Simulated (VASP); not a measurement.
# GaAsSe3 (P3m1) in VASP: single point with PBE

Aim: the single point of GaAsSe3 with PBE.

Program: VASP 6.6.1. These are calculated values, not measurements. Logs are shortened: lines on timing, memory, paths and dates and some standing lists are left out, and cuts for length are marked.

## 1. The cell of the first run

It takes space group P3m1 (No. 156, trigonal). The conventional cell has a = 3.854 Å, b = 3.854 Å, c = 9.306 Å, α = 90.00°, β = 90.00°, γ = 120.00°. Ga (site symmetry 3m) has 6 Se at 2.53 to 2.79 Å within 3.3 Å. Within 3.5 Å of As (site symmetry 3m) lie 6 Se at 2.62 to 2.81 Å. Se (site symmetry 3m) has 3 Ga at 2.79 Å and 3 As at 2.81 Å and 3 Se at 3.66 Å within 3.7 Å. Se (site symmetry 3m) has 3 Ga at 2.53 Å within 3.3 Å. Se (site symmetry 3m) has 3 As at 2.62 Å within 3.5 Å.

## 2. Single point, PBE

INCAR

```
ALGO = Normal ; EDIFF = 1E-6
ENCUT = 500 ; GGA = PE
GGA_COMPAT = False ; ISIF = 2
ISMEAR = 0 ; LASPH = True
LCHARG = False ; LREAL = False
LWAVE = False ; NBANDS = 26
NELM = 120 ; PREC = Accurate
SIGMA = 0.15
```

KPOINTS

```
k-points
0
Gamma
  3 3 2
```

POSCAR

```
GaAsSe3
1.0
    3.8542763577     -0.0000000023      0.0000000000
   -1.9271381768      3.3379012401      0.0000000000
    0.0000000000      0.0000000000      9.3064046076
Ga As Se
1 1 3
Direct
    0.6666666667      0.3333333333      0.1861293013
    0.3333333333      0.6666666667      0.8205915547
    0.0000000000      0.0000000000      0.0044246342
    0.3333333333      0.6666666667      0.3159992008
    0.6666666667      0.3333333333      0.6728553090
```

Potentials or basis: VASP PAW PBE potentials, release 64 (Ga_d, As, Se).

Run with:

```bash
> cat potpaw_PBE.64/Ga_d/POTCAR potpaw_PBE.64/As/POTCAR potpaw_PBE.64/Se/POTCAR > POTCAR
> mpirun -np 1 vasp_std > vasp.out
```

OUTCAR:

```text
EDIFF = 1E-6
   ENCUT = 500
   GGA = PE
   ISIF = 2
   ISMEAR = 0
   LASPH = True
   LREAL = False
   NELM = 120
   PREC = Accurate

 ion  position               nearest neighbor table
   1  0.667  0.333  0.186-   4 2.53   4 2.53   4 2.53   3 2.79   3 2.79   3 2.79
   2  0.333  0.667  0.821-   5 2.62   5 2.62   5 2.62   3 2.81   3 2.81   3 2.81
   3  0.000  0.000  0.004-   1 2.79   1 2.79   1 2.79   2 2.81   2 2.81   2 2.81
   4  0.333  0.667  0.316-   1 2.53   1 2.53   1 2.53
   5  0.667  0.333  0.673-   2 2.62   2 2.62   2 2.62

  LATTYP: Found a hexagonal cell.
 ALAT       =     3.8542763577
 C/A-ratio  =     2.4145659895

  Lattice vectors:

 A1 = (   3.8542763577,  -0.0000000023,   0.0000000000)
 A2 = (  -1.9271381768,   3.3379012401,   0.0000000000)
 A3 = (   0.0000000000,   0.0000000000,   9.3064046076)

Analysis of symmetry for initial positions (statically):
=====================================================================
 Subroutine PRICEL returns:
 Original cell was already a primitive cell.

 Routine SETGRP: Setting up the symmetry group for a
 hexagonal supercell.

 Subroutine GETGRP returns: Found  6 space group operations
 (whereof  6 operations were pure point group operations)
 out of a pool of 24 trial point group operations.

The static configuration has the point symmetry C_3v.

Analysis of symmetry for dynamics (positions and initial velocities):
=====================================================================
 Subroutine PRICEL returns:
 Original cell was already a primitive cell.

 Routine SETGRP: Setting up the symmetry group for a
 hexagonal supercell.

 Subroutine GETGRP returns: Found  6 space group operations
 (whereof  6 operations were pure point group operations)
 out of a pool of 24 trial point group operations.

The dynamic configuration has the point symmetry C_3v.

 Subroutine INISYM returns: Found  6 space group operations
 (whereof  6 operations are pure point group operations),
 and found     1 'primitive' translations

----------------------------------------------------------------------------------------

                                     Primitive cell

  volume of cell :     119.7287

  direct lattice vectors                    reciprocal lattice vectors
     3.854276358 -0.000000002  0.000000000     0.259452075  0.149794725  0.000000000
    -1.927138177  3.337901240  0.000000000     0.000000000  0.299589451  0.000000000
     0.000000000  0.000000000  9.306404608     0.000000000  0.000000000  0.107452882

  length of vectors
     3.854276358  3.854276358  9.306404608     0.299589451  0.299589451  0.107452882

  position of ions in fractional coordinates (direct lattice)
     0.666666667  0.333333333  0.186129301
     0.333333333  0.666666667  0.820591555
     0.000000000  0.000000000  0.004424634
     0.333333333  0.666666667  0.315999201
     0.666666667  0.333333333  0.672855309

  ion indices of the primitive-cell ions
   primitive index   ion index
                 1           1
                 2           2
                 3           3
                 4           4
                 5           5

----------------------------------------------------------------------------------------

 KPOINTS: k-points

Automatic generation of k-mesh.
 Grid dimensions read from file:
 generate k-points for:    3    3    2

 Generating k-lattice:

  Cartesian coordinates                     Fractional coordinates (reciprocal lattice)
     0.086484025  0.049931575  0.000000000     0.333333333  0.000000000  0.000000000
     0.000000000  0.099863150  0.000000000     0.000000000  0.333333333  0.000000000
     0.000000000  0.000000000  0.053726441     0.000000000  0.000000000  0.500000000

  Length of vectors
     0.099863150  0.099863150  0.053726441

  Shift w.r.t. Gamma in fractional coordinates (k-lattice)
     0.000000000  0.000000000  0.000000000

 Subroutine IBZKPT returns following result:
 ===========================================

 Found      6 irreducible k-points:

 Following reciprocal coordinates:
            Coordinates               Weight
  0.000000  0.000000  0.000000      1.000000
  0.333333  0.000000  0.000000      6.000000
  0.333333  0.333333  0.000000      2.000000
  0.000000  0.000000  0.500000      1.000000
  0.333333  0.000000  0.500000      6.000000
  0.333333  0.333333  0.500000      2.000000
   k-points           NKPTS =      6   k-points in BZ     NKDIM =      6   number of bands    NBANDS=     26
   number of dos      NEDOS =    301   number of ions     NIONS =      5
   total plane-waves  NPLWV =  54880
   dimension x,y,z NGX =    28 NGY =   28 NGZ =   70
   dimension x,y,z NGXF=    56 NGYF=   56 NGZF=  140
   ions per type =               1   1   3
   NGX,Y,Z   is equivalent  to a cutoff of  12.08, 12.08, 12.50 a.u.
   NGXF,Y,Z  is equivalent  to a cutoff of  24.15, 24.15, 25.01 a.u.
 SYSTEM =  unknown system
   PREC   = accura    normal or accurate (medium, high low for compatibility)
   ISTART =      0    job   : 0-new  1-cont  2-samecut
   ICHARG =      2    charge: 1-file 2-atom 10-const
   ISPIN  =      1    spin polarized calculation?
   LNONCOLLINEAR =      F non collinear calculations
   LSORBIT =      F    spin-orbit coupling
   LASPH  =      T    aspherical Exc in radial PAW
   ENCUT  =  500.0 eV  36.75 Ry    6.06 a.u.   7.03  7.03 16.97*2*pi/ulx,y,z
   NELM   =    120;   NELMIN=  2; NELMDL= -5     # of ELM steps
   EDIFF  = 0.1E-05   stopping-criterion for ELM
   LREAL  =      F    real-space projection
   EDIFFG = 0.1E-04   stopping-criterion for IOM
   NSW    =      0    number of steps for IOM
   IBRION =     -1    ionic relax: 0-MD 1-quasi-New 2-CG
   NFREE  =      0    steps in history (QN), initial steepest desc. (CG)
   ISIF   =      2    stress and relaxation
   ISYM   =      2    0-nonsym 1-usesym 2-fastsym
   POTIM  = 0.5000    time-step for ionic-motion
   TEBEG  =    0.0;   TEEND  =   0.0 temperature during run
   PSTRESS=    0.0 pullay stress
   NELECT =      36.0000    total number of electrons
   NUPDOWN=      -1.0000    fix difference up-down
   EMIN   =  10.00;   EMAX   =-10.00  energy-range for DOS
   EFERMI =   0.00;   METHOD = LEGACY
   ISMEAR =     0;   SIGMA  =   0.15  broadening in eV -4-tet -1-fermi 0-gaus
   EFERMI_NEDOS =   21; number of points for ismear=-14 and -15
   IALGO  =     38    algorithm
   IMIX   =      4    mixing-type and parameters
     AMIX     =   0.40;   BMIX     =  1.00
     AMIX_MAG =   1.60;   BMIX_MAG =  1.00
  volume/ion in A,a.u.               =      23.95       161.59
  Fermi-wavevector in a.u.,A,eV,Ry     =   1.096755  2.072566 16.366057  1.202871
  Thomas-Fermi vector in A             =   2.233103
   LORBIT       =      0    0 simple, 1 ext, 2 COOP (PROOUT), +10 PAW based schemes
   GGA     = PE    functional components
   LHFCALC =     F    Hartree Fock is set to
   AEXX    =    0.0000 exact exchange contribution
   IVDW    =     0    specifies the selected vdW correction
   LEPSILON=     F    determine dielectric tensor
   LRPA    =     F    only Hartree local field effects (RPA)
 non-spin polarized calculation
 Gauss-broadening in eV      SIGMA  =   0.15
  energy-cutoff  :      500.00
  volume of cell :      119.73
 maximum number of plane-waves:      3045
   NGX = 15   NGY = 15   NGZ = 33

 number of electron      35.9999990 magnetization

 Free energy of the ion-electron system (eV)
  ---------------------------------------------------
  ext. energy  EPLUGINS =         0.00000000
  ---------------------------------------------------
  free energy    TOTEN  =       -19.33945345 eV

  energy without entropy =      -19.33857533  energy(sigma->0) =      -19.33901439

 E-fermi :   3.8065     XC(G=0):  -9.4223

 val. band max:        3.5457830954   @ k =   0.3333   0.3333   0.5000
 cond. band min:       4.0397218733   @ k =   0.0000   0.0000   0.5000
 fundamental gap:      0.4939387779
 Fermi energy:         3.8065193495

 k-point     1 :       0.0000    0.0000    0.0000
  band No.  band energies     occupation
      1     -11.4359      2.00000
      2     -11.3633      2.00000
      3     -11.3605      2.00000
      4     -11.3605      2.00000
      5     -11.3030      2.00000
      6     -11.3030      2.00000
[... 18 lines left out ...]
     25       8.3268      0.00000
     26      10.7524      0.00000

 k-point     2 :       0.3333    0.0000    0.0000
  band No.  band energies     occupation
      1     -11.4927      2.00000
      2     -11.3551      2.00000
      3     -11.3317      2.00000
      4     -11.3075      2.00000
      5     -11.2843      2.00000
      6     -10.3605      2.00000
[... 18 lines left out ...]
     25       9.8108      0.00000
     26      10.4654      0.00000

 k-point     3 :       0.3333    0.3333    0.0000
  band No.  band energies     occupation
      1     -11.4903      2.00000
      2     -11.4099      2.00000
      3     -11.3166      2.00000
      4     -11.3015      2.00000
      5     -11.2933      2.00000
      6      -9.2131      2.00000
[... 18 lines left out ...]
     25      10.5592      0.00000
     26      10.6873      0.00000

 k-point     4 :       0.0000    0.0000    0.5000
  band No.  band energies     occupation
      1     -11.4177      2.00000
      2     -11.3640      2.00000
      3     -11.3605      2.00000
      4     -11.3605      2.00000
      5     -11.3030      2.00000
      6     -11.3030      2.00000
[... 18 lines left out ...]
     25       8.3766      0.00000
     26      10.5858      0.00000

 k-point     5 :       0.3333    0.0000    0.5000
  band No.  band energies     occupation
      1     -11.4931      2.00000
      2     -11.3551      2.00000
      3     -11.3317      2.00000
      4     -11.3075      2.00000
      5     -11.2843      2.00000
      6     -10.3430      2.00000
[... 18 lines left out ...]
     25       9.8805      0.00000
     26      10.4257      0.00000

 k-point     6 :       0.3333    0.3333    0.5000
  band No.  band energies     occupation
      1     -11.4903      2.00000
      2     -11.4099      2.00000
      3     -11.3166      2.00000
      4     -11.3015      2.00000
      5     -11.2933      2.00000
      6      -9.2130      2.00000
[... 18 lines left out ...]
     25      10.6256      0.00000
     26      11.1796      0.00000

------------------------ aborting loop because EDIFF is reached ----------------------------------------

  FORCE on cell =-STRESS in cart. coord.  units (eV):
  Direction    XX          YY          ZZ          XY          YZ          ZX
  --------------------------------------------------------------------------------------
  -------------------------------------------------------------------------------------
  Total        0.0674659      0.0674659      0.6145184      0.0000000      0.0000000      0.0000000
  in kB        0.9028101      0.9028101      8.2233198      0.0000000      0.0000000      0.0000000
  external PRESSURE =       3.3429800 kB  Pullay stress =       0.0000000 kB

 VOLUME and BASIS-vectors are now :
 -----------------------------------------------------------------------------
  energy-cutoff  :      500.00
  volume of cell :      119.73
      direct lattice vectors                 reciprocal lattice vectors
     3.854276358 -0.000000002  0.000000000     0.259452075  0.149794725  0.000000000
    -1.927138177  3.337901240  0.000000000     0.000000000  0.299589451  0.000000000
     0.000000000  0.000000000  9.306404608     0.000000000  0.000000000  0.107452882

 POSITION                                       TOTAL-FORCE (eV/Angst)
 -----------------------------------------------------------------------------------
      1.92714      1.11263      1.73219         0.000000      0.000000     -0.029243
      0.00000      2.22527      7.63676        -0.000000      0.000000      0.029132
      0.00000      0.00000      0.04118        -0.000000      0.000000     -0.015837
      0.00000      2.22527      2.94082        -0.000000     -0.000000      0.032838
      1.92714      1.11263      6.26186        -0.000000      0.000000     -0.016889
 -----------------------------------------------------------------------------------
    total drift:                                0.000001     -0.000000     -0.000141

  FREE ENERGIE OF THE ION-ELECTRON SYSTEM (eV)
  ---------------------------------------------------
  free  energy   TOTEN  =       -19.3394534508 eV

  energy  without entropy=      -19.3385753312  energy(sigma->0) =      -19.33901439
```

Run time: 37 s. Hardware: 1 thread of Intel Xeon 8259CL, shared host; peak memory 0.23 GiB.

Results:

| Quantity | Value |
| --- | --- |
| Free energy | -19.3395 eV |
| Pressure | 0.3 GPa |
| Largest force | 0.033 eV/Å |
| Band gap on the k mesh | 0.49 eV, indirect (least direct gap 1.05 eV) |

Forces in eV/Å, atoms in the order of the input:
```
Ga   0.000  0.000 -0.029
As   0.000  0.000  0.029
Se   0.000  0.000 -0.016
Se   0.000  0.000  0.033
Se   0.000  0.000 -0.017
```

Caveat: the k points lie up to 0.63 Å⁻¹ apart; this functional lacks dispersion, which binds the layers, so the pressure and a relaxed spacing across them are unreliable.
